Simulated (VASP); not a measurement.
# Al2Pt in VASP: further runs, part 2 of 2

VASP 6.6.1. The steps go on from the part before.

### 3 Single point, PBE

INCAR

```
SYSTEM = Al2Pt
PREC = Accurate
ENCUT = 520
EDIFF = 1E-7
ISMEAR = 0
SIGMA = 0.1
LREAL = Auto
LASPH = .TRUE.
NELM = 100
ALGO = Fast
ISIF = 2
LWAVE = .FALSE.
LCHARG = .FALSE.
LDIPOL = .TRUE.
IDIPOL = 3
DIPOL = 0.5 0.5 0.500
GGA = PE
NBANDS = 53
```

KPOINTS

```
Automatic mesh
0
G
  8 6 1
  0 0 0
```

POSCAR

```
Al2Pt
1.0
    4.2047455733      0.0000000000      0.0000000000
    0.0000000000      5.9464082160      0.0000000000
    0.0000000000      0.0000000000     23.4094911465
Al Pt
10 5
Direct
    0.0000000000      0.7355605888      0.3246731971
    0.0000000000      0.2644394112      0.3246731971
    0.5000000000      0.2507635068      0.4112125267
    0.5000000000      0.7492364932      0.4112125267
    0.0000000000      0.7515202999      0.5000000002
    0.0000000000      0.2484797001      0.5000000002
    0.5000000000      0.2507635073      0.5887874734
    0.5000000000      0.7492364927      0.5887874734
    0.0000000000      0.7355605870      0.6753268023
    0.0000000000      0.2644394130      0.6753268023
    0.5000000000      0.5000000000      0.3238476716
    0.0000000000      0.0000000000      0.4086925945
    0.5000000000      0.5000000000      0.4999999998
    0.0000000000      0.0000000000      0.5913074059
    0.5000000000      0.5000000000      0.6761523286
```

Potentials or basis: VASP PAW PBE potentials, release 64 (Al, Pt).

Launch:

```sh
$ cat potpaw_PBE.64/Al/POTCAR potpaw_PBE.64/Pt/POTCAR > POTCAR
$ mpirun -np 1 vasp_std > vasp.out
```

OUTCAR:

```text
SYSTEM = Al2Pt
   PREC = Accurate
   ENCUT = 520
   EDIFF = 1E-7
   ISMEAR = 0
   LREAL = Auto
   LASPH = .TRUE.
   NELM = 100
   ISIF = 2
   GGA = PE

 ion  position               nearest neighbor table
   1  0.000  0.736  0.325-  12 2.52  11 2.53  11 2.53   2 2.80   4 2.92   4 2.92   2 3.14
   2  0.000  0.264  0.325-  12 2.52  11 2.53  11 2.53   1 2.80   3 2.92   3 2.92   1 3.14
   3  0.500  0.251  0.411-  11 2.53  13 2.55  12 2.58  12 2.58   2 2.92   2 2.92   6 2.96   6 2.96
                             4 2.96   4 2.98
   4  0.500  0.749  0.411-  11 2.53  13 2.55  12 2.58  12 2.58   1 2.92   1 2.92   5 2.96   5 2.96
                             3 2.96   3 2.98
   5  0.000  0.752  0.500-  13 2.58  13 2.58  14 2.60  12 2.60   6 2.96   8 2.96   8 2.96   4 2.96
                             4 2.96   6 2.99
   6  0.000  0.248  0.500-  13 2.58  13 2.58  14 2.60  12 2.60   5 2.96   7 2.96   7 2.96   3 2.96
                             3 2.96   5 2.99
   7  0.500  0.251  0.589-  15 2.53  13 2.55  14 2.58  14 2.58  10 2.92  10 2.92   6 2.96   6 2.96
                             8 2.96   8 2.98
   8  0.500  0.749  0.589-  15 2.53  13 2.55  14 2.58  14 2.58   9 2.92   9 2.92   5 2.96   5 2.96
                             7 2.96   7 2.98
   9  0.000  0.736  0.675-  14 2.52  15 2.53  15 2.53  10 2.80   8 2.92   8 2.92  10 3.14
  10  0.000  0.264  0.675-  14 2.52  15 2.53  15 2.53   9 2.80   7 2.92   7 2.92   9 3.14
  11  0.500  0.500  0.324-   3 2.53   4 2.53   1 2.53   2 2.53   1 2.53   2 2.53
  12  0.000  0.000  0.409-   1 2.52   2 2.52   3 2.58   4 2.58   3 2.58   4 2.58   5 2.60   6 2.60

  13  0.500  0.500  0.500-   3 2.55   4 2.55   7 2.55   8 2.55   5 2.58   6 2.58   5 2.58   6 2.58

  14  0.000  0.000  0.591-   9 2.52  10 2.52   7 2.58   8 2.58   7 2.58   8 2.58   5 2.60   6 2.60

  15  0.500  0.500  0.676-   7 2.53   8 2.53   9 2.53  10 2.53   9 2.53  10 2.53

  LATTYP: Found a simple orthorhombic cell.
 ALAT       =     4.2047455733
 B/A-ratio  =     1.4142135624
 C/A-ratio  =     5.5673977744

  Lattice vectors:

 A1 = (   4.2047455733,   0.0000000000,   0.0000000000)
 A2 = (   0.0000000000,   5.9464082160,   0.0000000000)
 A3 = (   0.0000000000,   0.0000000000,  23.4094911465)

[... 197 lines left out ...]
  free energy    TOTEN  =       -77.15662385 eV

  energy without entropy =      -77.12004307  energy(sigma->0) =      -77.13833346

 E-fermi :   1.0585     XC(G=0):  -5.5151

 val. band max:        1.0424283509   @ k =   0.3750   0.5000   0.0000
 cond. band min:       1.0617127402   @ k =   0.1250   0.5000   0.0000
 fundamental gap:      0.0192843892
 Fermi energy:         1.0584558698

 k-point     1 :       0.0000    0.0000    0.0000
  band No.  band energies     occupation
      1      -8.9017      2.00000
      2      -8.1278      2.00000
      3      -6.8698      2.00000
      4      -5.6957      2.00000
      5      -5.1649      2.00000
      6      -4.8700      2.00000
[... 1089 lines left out ...]
     51       5.4604      0.00000
     52       5.4722      0.00000
 [bands above 52 left out]

------------------------ aborting loop because EDIFF is reached ----------------------------------------

 vacuum level on the upper side and lower side of the slab       (xc-potential included)        -0.103        -0.103

  FORCE on cell =-STRESS in cart. coord.  units (eV):
  Direction    XX          YY          ZZ          XY          YZ          ZX
  --------------------------------------------------------------------------------------
  -------------------------------------------------------------------------------------
  Total       -0.2247399     -1.3649627     -0.1753605      0.0000000      0.0000000      0.0000000
  in kB       -0.6151830     -3.7363275     -0.4800161      0.0000000      0.0000000      0.0000000
  external PRESSURE =      -1.6105089 kB  Pullay stress =       0.0000000 kB

 VOLUME and BASIS-vectors are now :
 -----------------------------------------------------------------------------
  energy-cutoff  :      520.00
  volume of cell :      585.31
      direct lattice vectors                 reciprocal lattice vectors
     4.204745573  0.000000000  0.000000000     0.237826518  0.000000000  0.000000000
     0.000000000  5.946408216  0.000000000     0.000000000  0.168168744  0.000000000
     0.000000000  0.000000000 23.409491146     0.000000000  0.000000000  0.042717716

 POSITION                                       TOTAL-FORCE (eV/Angst)
 -----------------------------------------------------------------------------------
      0.00000      4.37394      7.60043        -0.000000      0.003377      0.007411
      0.00000      1.57246      7.60043        -0.000000     -0.003377      0.007411
      2.10237      1.49114      9.62628         0.000000     -0.002255     -0.003178
      2.10237      4.45527      9.62628         0.000000      0.002255     -0.003178
      0.00000      4.46885     11.70475        -0.000000     -0.006770      0.000000
      0.00000      1.47756     11.70475        -0.000000      0.006770      0.000000
      2.10237      1.49114     13.78322        -0.000000     -0.002255      0.003178
      2.10237      4.45527     13.78322         0.000000      0.002255      0.003178
      0.00000      4.37394     15.80906        -0.000000      0.003377     -0.007411
      0.00000      1.57246     15.80906        -0.000000     -0.003377     -0.007411
      2.10237      2.97320      7.58111        -0.000000      0.000000      0.002569
      0.00000      0.00000      9.56729         0.000000     -0.000000      0.007072
      2.10237      2.97320     11.70475        -0.000000     -0.000000      0.000000
      0.00000      0.00000     13.84221        -0.000000     -0.000000     -0.007072
      2.10237      2.97320     15.82838        -0.000000     -0.000000     -0.002569
 -----------------------------------------------------------------------------------
    total drift:                                0.000000     -0.000000     -0.000004

  FREE ENERGIE OF THE ION-ELECTRON SYSTEM (eV)
  ---------------------------------------------------
  free  energy   TOTEN  =       -77.1566238451 eV

  energy  without entropy=      -77.1200430653  energy(sigma->0) =      -77.13833346

 vacuum level on the upper side and lower side of the slab         5.491         5.491
```

OSZICAR:

```text
N       E                     dE             d eps       ncg     rms          rms(c)
DAV:   1     0.431505391436E+03    0.43151E+03   -0.29413E+04  2120   0.119E+03
DAV:   2    -0.393706728120E+02   -0.47088E+03   -0.43452E+03  2746   0.215E+02
DAV:   3    -0.796966666703E+02   -0.40326E+02   -0.38605E+02  2544   0.593E+01
[... 16 lines left out ...]
RMM:  20    -0.771566076189E+02   -0.52423E-04   -0.38109E-06  2383   0.356E-03    0.711E-04
RMM:  21    -0.771566184827E+02   -0.10864E-04   -0.64968E-07  1908   0.192E-03    0.451E-04
RMM:  22    -0.771566222492E+02   -0.37665E-05   -0.22376E-07  1705   0.110E-03    0.278E-04
RMM:  23    -0.771566237608E+02   -0.15116E-05   -0.11355E-07  1562   0.765E-04    0.133E-04
RMM:  24    -0.771566238451E+02   -0.84223E-07   -0.14912E-08  1028   0.444E-04
   1 F= -.77156624E+02 E0= -.77138333E+02  d E =-.365808E-01
```

Wall time 34 min (1 thread of Intel Xeon 8259CL, shared host); peak memory 0.83 GiB.

What came out:

```
Free energy            : -77.1566 eV
Largest force          : 0.008 eV/Å
Band gap on the k mesh : zero (bands 40 and 41 overlap by 1.53 eV)
```

Forces on the atoms (eV/Å):
```
Al   0.000  0.003  0.007
Al   0.000 -0.003  0.007
Al   0.000 -0.002 -0.003
Al   0.000  0.002 -0.003
Al   0.000 -0.007  0.000
Al   0.000  0.007  0.000
Al   0.000 -0.002  0.003
Al   0.000  0.002  0.003
Al   0.000  0.003 -0.007
Al   0.000 -0.003 -0.007
Pt   0.000  0.000  0.003
Pt   0.000  0.000  0.007
Pt   0.000  0.000  0.000
Pt   0.000  0.000 -0.007
Pt   0.000  0.000 -0.003
```

Levels at points of the mesh, in eV from the Fermi level:
```csv
k point,band 36,band 37,band 38,band 39,band 40,band 41,band 42,band 43,band 44,band 45
"(0.00, 0.00, 0.00)",-1.19,-1.11,-0.89,-0.18,0.08,0.09,1.24,1.72,2.66,2.81
"(0.50, 0.00, 0.00)",-1.59,-1.58,-1.48,-1.43,-0.73,-0.64,-0.29,-0.27,0.98,1.03
"(0.00, 0.50, 0.00)",0.27,0.55,0.57,0.63,0.79,0.94,1.07,1.09,1.09,1.17
"(0.50, 0.50, 0.00)",-2.48,-1.26,-1.24,-0.76,-0.54,0.12,0.41,0.78,0.79,1.30
```

Caveat: spin-orbit coupling is left out, which moves the levels of the heavy elements.
